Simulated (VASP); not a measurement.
# LuSb2 (I4_1/amd) in VASP: single point with r2SCAN

Aim: the single point of LuSb2 with r2SCAN.

All numbers are computed with VASP 6.6.1; they aren't measurements. Logs are shortened: lines on timing, memory, paths and dates and some standing lists are left out, and cuts for length are marked.

### 1 The cell of the first run

Symmetry: I4_1/amd, No. 141, tetragonal system. The conventional cell has a = 4.812 Å, b = 4.812 Å, c = 14.996 Å, α = 90.00°, β = 90.00°, γ = 90.00°. Sb (site symmetry 2mm) has 3 Sb at 2.58 to 2.68 Å within 3.4 Å. Lu (site symmetry -4m2) has 12 Sb at 3.44 to 3.64 Å and 4 Lu at 4.45 Å within 4.5 Å.

### 2 Single point, r2SCAN

POSCAR

```
LuSb2
1.0
    0.0000000000      4.8122940000      0.0000000000
    4.8122940000      0.0000000000      0.0000000000
    2.4061470000      2.4061470000     -7.4982000000
Sb Lu
4 2
Direct
    0.4140000000      0.4140000000      0.1720000000
    0.1640000000      0.6640000000      0.6720000000
    0.3360000000      0.8360000000      0.3280000000
    0.5860000000      0.5860000000      0.8280000000
    0.0000000000      0.0000000000      0.0000000000
    0.7500000000      0.2500000000      0.5000000000
```

INCAR.step1

```
SYSTEM = LuSb2
  PREC = Accurate
  ENCUT = 520
  ISMEAR = -1
  SIGMA = 0.1
  LREAL = .FALSE.
  LASPH = .TRUE.
  NELM = 100
  NBANDS = 44
  GGA = PE
  ALGO = Normal
  EDIFF = 1E-4
  LWAVE = .TRUE.
  LCHARG = .FALSE.
  LUSENCCL = .FALSE.
```

INCAR.step2

```
SYSTEM = LuSb2
  PREC = Accurate
  ENCUT = 520
  EDIFF = 1E-6
  ISMEAR = -1
  SIGMA = 0.1
  LREAL = .FALSE.
  LASPH = .TRUE.
  NELM = 100
  ALGO = Normal
  ISIF = 2
  LWAVE = .FALSE.
  LCHARG = .FALSE.
  METAGGA = R2SCAN
  LMIXTAU = .TRUE.
  NBANDS = 44
  ISTART = 1
  LUSENCCL = .FALSE.
```

KPOINTS

```
regular mesh
0
G
  7 7 7
  0 0 0
```

Potentials or basis: VASP PAW PBE potentials, release 64 (Sb, Lu).

Launch:

```
> cat potpaw_PBE.64/Sb/POTCAR potpaw_PBE.64/Lu/POTCAR > POTCAR
> cp INCAR.step1 INCAR
> mpirun -np 1 vasp_std > vasp.out
> cp INCAR.step2 INCAR
> mpirun -np 1 vasp_std > vasp.out
```

OUTCAR:

```text
SYSTEM = LuSb2
   PREC = Accurate
   ENCUT = 520
   EDIFF = 1E-6
   ISMEAR = -1
   LREAL = .FALSE.
   LASPH = .TRUE.
   NELM = 100
   ISIF = 2
   METAGGA = R2SCAN
   ISTART = 1

 ion  position               nearest neighbor table
   1  0.414  0.414  0.172-   4 2.58   3 2.68   3 2.68   6 3.44   6 3.44   5 3.64   5 3.64   5 3.64
                             5 3.64
   2  0.164  0.664  0.672-   3 2.58   4 2.68   4 2.68   5 3.44   5 3.44   6 3.64   6 3.64   6 3.64
                             6 3.64
   3  0.336  0.836  0.328-   2 2.58   1 2.68   1 2.68   5 3.44   5 3.44   6 3.64   6 3.64   6 3.64
                             6 3.64
   4  0.586  0.586  0.828-   1 2.58   2 2.68   2 2.68   6 3.44   6 3.44   5 3.64   5 3.64   5 3.64
                             5 3.64
   5  0.000  0.000  0.000-   2 3.44   2 3.44   3 3.44   3 3.44   1 3.64   4 3.64   4 3.64   4 3.64
                             1 3.64   1 3.64   4 3.64   1 3.64
   6  0.750  0.250  0.500-   1 3.44   1 3.44   4 3.44   4 3.44   3 3.64   2 3.64   3 3.64   3 3.64
                             2 3.64   3 3.64   2 3.64   2 3.64

  LATTYP: Found a body centered tetragonal cell.
 ALAT       =     4.8122940000
 C/A-ratio  =     3.1162684574

  Lattice vectors:

 A1 = (  -2.4061470000,   2.4061470000,   7.4982000000)
 A2 = (   2.4061470000,  -2.4061470000,   7.4982000000)
 A3 = (   2.4061470000,   2.4061470000,  -7.4982000000)

Analysis of symmetry for initial positions (statically):
=====================================================================
 Subroutine PRICEL returns:
 Original cell was already a primitive cell.

 Routine SETGRP: Setting up the symmetry group for a
 body centered tetragonal supercell.

 Subroutine GETGRP returns: Found 16 space group operations
 (whereof  8 operations were pure point group operations)
 out of a pool of 16 trial point group operations.

The static configuration has the point symmetry D_2d.
 The point group associated with its full space group is D_4h.

Analysis of symmetry for dynamics (positions and initial velocities):
=====================================================================
 Subroutine PRICEL returns:
 Original cell was already a primitive cell.

 Routine SETGRP: Setting up the symmetry group for a
 body centered tetragonal supercell.

 Subroutine GETGRP returns: Found 16 space group operations
 (whereof  8 operations were pure point group operations)
 out of a pool of 16 trial point group operations.

The dynamic configuration has the point symmetry D_2d.
 The point group associated with its full space group is D_4h.

 Subroutine INISYM returns: Found 16 space group operations
 (whereof  8 operations are pure point group operations),
 and found     1 'primitive' translations

----------------------------------------------------------------------------------------

                                     Primitive cell

  volume of cell :     173.6446

  direct lattice vectors                    reciprocal lattice vectors
     0.000000000  4.812294000  0.000000000    -0.000000000  0.207801103  0.066682671
     4.812294000  0.000000000  0.000000000     0.207801103 -0.000000000  0.066682671
     2.406147000  2.406147000 -7.498200000     0.000000000  0.000000000 -0.133365341

  length of vectors
     4.812294000  4.812294000  8.234202451     0.218238120  0.218238120  0.133365341

  position of ions in fractional coordinates (direct lattice)
     0.414000000  0.414000000  0.172000000
     0.164000000  0.664000000  0.672000000
     0.336000000  0.836000000  0.328000000
     0.586000000  0.586000000  0.828000000
     0.000000000  0.000000000  0.000000000
     0.750000000  0.250000000  0.500000000

  ion indices of the primitive-cell ions
   primitive index   ion index
                 1           1
                 2           2
                 3           3
                 4           4
                 5           5
                 6           6

----------------------------------------------------------------------------------------

 KPOINTS: regular mesh

Automatic generation of k-mesh.
 Grid dimensions read from file:
 generate k-points for:    7    7    7

 Generating k-lattice:

  Cartesian coordinates                     Fractional coordinates (reciprocal lattice)
    -0.000000000  0.029685872  0.009526096     0.142857143  0.000000000  0.000000000
     0.029685872 -0.000000000  0.009526096     0.000000000  0.142857143  0.000000000
     0.000000000  0.000000000 -0.019052192     0.000000000  0.000000000  0.142857143

  Length of vectors
     0.031176874  0.031176874  0.019052192

  Shift w.r.t. Gamma in fractional coordinates (k-lattice)
     0.000000000  0.000000000  0.000000000

 Subroutine IBZKPT returns following result:
 ===========================================

 Found     40 irreducible k-points:

 Following reciprocal coordinates:
            Coordinates               Weight
  0.000000  0.000000  0.000000      1.000000
  0.142857  0.000000  0.000000      8.000000
  0.285714  0.000000  0.000000      8.000000
  0.428571  0.000000  0.000000      8.000000
  0.142857  0.142857  0.000000      8.000000
  0.285714  0.142857  0.000000     16.000000
[... 16 lines left out ...]
  0.285714  0.285714  0.142857      8.000000
  0.428571  0.285714  0.142857     16.000000
 [... further k-points ...]
   k-points           NKPTS =     40   k-points in BZ     NKDIM =     40   number of bands    NBANDS=     44
   number of dos      NEDOS =    301   number of ions     NIONS =      6
   total plane-waves  NPLWV =  82944
   dimension x,y,z NGX =    36 NGY =   36 NGZ =   64
   dimension x,y,z NGXF=    72 NGYF=   72 NGZF=  128
   ions per type =               4   2
   NGX,Y,Z   is equivalent  to a cutoff of  12.44, 12.44, 12.92 a.u.
   NGXF,Y,Z  is equivalent  to a cutoff of  24.87, 24.87, 25.84 a.u.
 SYSTEM =  LuSb2
   PREC   = accura    normal or accurate (medium, high low for compatibility)
   ISTART =      1    job   : 0-new  1-cont  2-samecut
   ICHARG =      0    charge: 1-file 2-atom 10-const
   ISPIN  =      1    spin polarized calculation?
   LNONCOLLINEAR =      F non collinear calculations
   LSORBIT =      F    spin-orbit coupling
   LASPH  =      T    aspherical Exc in radial PAW
   ENCUT  =  520.0 eV  38.22 Ry    6.18 a.u.   8.95  8.95 15.31*2*pi/ulx,y,z
   NELM   =    100;   NELMIN=  2; NELMDL=  0     # of ELM steps
   EDIFF  = 0.1E-05   stopping-criterion for ELM
   LREAL  =      F    real-space projection
   EDIFFG = 0.1E-04   stopping-criterion for IOM
   NSW    =      0    number of steps for IOM
   IBRION =     -1    ionic relax: 0-MD 1-quasi-New 2-CG
   NFREE  =      0    steps in history (QN), initial steepest desc. (CG)
   ISIF   =      2    stress and relaxation
   ISYM   =      2    0-nonsym 1-usesym 2-fastsym
   POTIM  = 0.5000    time-step for ionic-motion
   TEBEG  =    0.0;   TEEND  =   0.0 temperature during run
   PSTRESS=    0.0 pullay stress
   NELECT =      70.0000    total number of electrons
   NUPDOWN=      -1.0000    fix difference up-down
   EMIN   =  10.00;   EMAX   =-10.00  energy-range for DOS
   EFERMI =   0.00;   METHOD = LEGACY
   ISMEAR =    -1;   SIGMA  =   0.10  broadening in eV -4-tet -1-fermi 0-gaus
   EFERMI_NEDOS =   21; number of points for ismear=-14 and -15
   IALGO  =     38    algorithm
   IMIX   =      4    mixing-type and parameters
     AMIX     =   0.40;   BMIX     =  1.00
     AMIX_MAG =   1.60;   BMIX_MAG =  1.00
  volume/ion in A,a.u.               =      28.94       195.30
  Fermi-wavevector in a.u.,A,eV,Ry     =   1.209355  2.285349 19.899052  1.462539
  Thomas-Fermi vector in A             =   2.344935
   LORBIT       =      0    0 simple, 1 ext, 2 COOP (PROOUT), +10 PAW based schemes
   METAGGA = R2SCAN    functional components
   LHFCALC =     F    Hartree Fock is set to
   AEXX    =    0.0000 exact exchange contribution
   IVDW    =     0    specifies the selected vdW correction
   LEPSILON=     F    determine dielectric tensor
   LRPA    =     F    only Hartree local field effects (RPA)
 non-spin polarized calculation
  energy-cutoff  :      520.00
  volume of cell :      173.64
 maximum number of plane-waves:      4705
   NGX = 17   NGY = 17   NGZ = 31

 number of electron      70.0000017 magnetization

 Free energy of the ion-electron system (eV)
  ---------------------------------------------------
  ext. energy  EPLUGINS =         0.00000000
  ---------------------------------------------------
  free energy    TOTEN  =      -176.05481415 eV

  energy without entropy =     -175.92401639  energy(sigma->0) =     -175.98941527

 E-fermi :   6.6951     XC(G=0): -10.6336

 val. band max:        6.6924267842   @ k =   0.4286   0.2857   0.0000
 cond. band min:       6.6969778461   @ k =   0.4286   0.0000   0.1429
 fundamental gap:      0.0045510619
 Fermi energy:         6.6950570058

 k-point     1 :       0.0000    0.0000    0.0000
  band No.  band energies     occupation
      1     -53.2308      2.00000
      2     -53.2304      2.00000
      3     -23.1867      2.00000
      4     -23.1866      2.00000
      5     -23.1852      2.00000
      6     -23.1851      2.00000
[... 36 lines left out ...]
     43       8.1252      0.00000
     44       8.1355      0.00000

 k-point     2 :       0.1429    0.0000    0.0000
  band No.  band energies     occupation
      1     -53.2307      2.00000
      2     -53.2304      2.00000
      3     -23.1880      2.00000
      4     -23.1868      2.00000
      5     -23.1866      2.00000
      6     -23.1848      2.00000
[... 36 lines left out ...]
     43       8.7914      0.00000
     44       8.8161      0.00000

 k-point     3 :       0.2857    0.0000    0.0000
  band No.  band energies     occupation
      1     -53.2307      2.00000
      2     -53.2304      2.00000
      3     -23.1911      2.00000
      4     -23.1895      2.00000
      5     -23.1868      2.00000
      6     -23.1841      2.00000
[... 976 lines left out ...]
     43       8.9903      0.00000
     44       9.3391      0.00000

 k-point    24 :       0.4286    0.2857    0.1429
  band No.  band energies     occupation
      1     -53.2306      2.00000
      2     -53.2304      2.00000
      3     -23.1928      2.00000
      4     -23.1913      2.00000
      5     -23.1902      2.00000
      6     -23.1884      2.00000
[... 36 lines left out ...]
     43       9.1392      0.00000
     44       9.3791      0.00000

 [... further k-points ...]
[... 5 lines left out ...]
  --------------------------------------------------------------------------------------
  -------------------------------------------------------------------------------------
  Total        5.2656365      5.2656365     19.8009643      0.0000000      0.0000000      0.0000000
  in kB       48.5847681     48.5847681    182.6987599      0.0000000      0.0000000      0.0000000
  external PRESSURE =      93.2894320 kB  Pullay stress =       0.0000000 kB

 VOLUME and BASIS-vectors are now :
 -----------------------------------------------------------------------------
  energy-cutoff  :      520.00
  volume of cell :      173.64
      direct lattice vectors                 reciprocal lattice vectors
     0.000000000  4.812294000  0.000000000    -0.000000000  0.207801103  0.066682671
     4.812294000  0.000000000  0.000000000     0.207801103 -0.000000000  0.066682671
     2.406147000  2.406147000 -7.498200000     0.000000000  0.000000000 -0.133365341

 POSITION                                       TOTAL-FORCE (eV/Angst)
 -----------------------------------------------------------------------------------
      2.40615      2.40615     -1.28969         0.000000      0.000000     -1.768812
      4.81229      2.40615     -5.03879         0.000000      0.000000     -1.768812
      4.81229      2.40615     -2.45941         0.000000     -0.000000      1.768812
      4.81229      4.81229     -6.20851        -0.000000      0.000000      1.768812
      0.00000      0.00000      0.00000         0.000000     -0.000000      0.000000
      2.40615      4.81229     -3.74910         0.000000     -0.000000      0.000000
 -----------------------------------------------------------------------------------
    total drift:                               -0.000000      0.000000     -0.000000

  FREE ENERGIE OF THE ION-ELECTRON SYSTEM (eV)
  ---------------------------------------------------
  free  energy   TOTEN  =      -176.0548141478 eV

  energy  without entropy=     -175.9240163858  energy(sigma->0) =     -175.98941527
```

It took 6.2 min on 1 × NVIDIA H100 80GB with 1 thread of Intel Xeon Platinum 8481C at 2.70GHz (Sapphire Rapids), shared host; peak memory 1.4 GiB.

Results:

- Free energy: -176.0548 eV
- Pressure: 9.3 GPa
- Largest force: 1.769 eV/Å
- Band gap on the k mesh: zero (band 35 reaches 7.45 eV, above the bottom of band 36 at 6.28 eV)

Forces on the atoms (eV/Å):
```
Sb   0.000  0.000 -1.769
Sb   0.000  0.000 -1.769
Sb   0.000  0.000  1.769
Sb   0.000  0.000  1.769
Lu   0.000  0.000  0.000
Lu   0.000  0.000  0.000
```

Stress tensor (GPa, compression positive):
```
 4.86  0.00  0.00
 0.00  4.86  0.00
 0.00  0.00 18.27
```

Caveat: the PAW data sets were made with another functional, which shifts forces and pressure a little; spin-orbit coupling is left out, which moves the levels of the heavy elements.
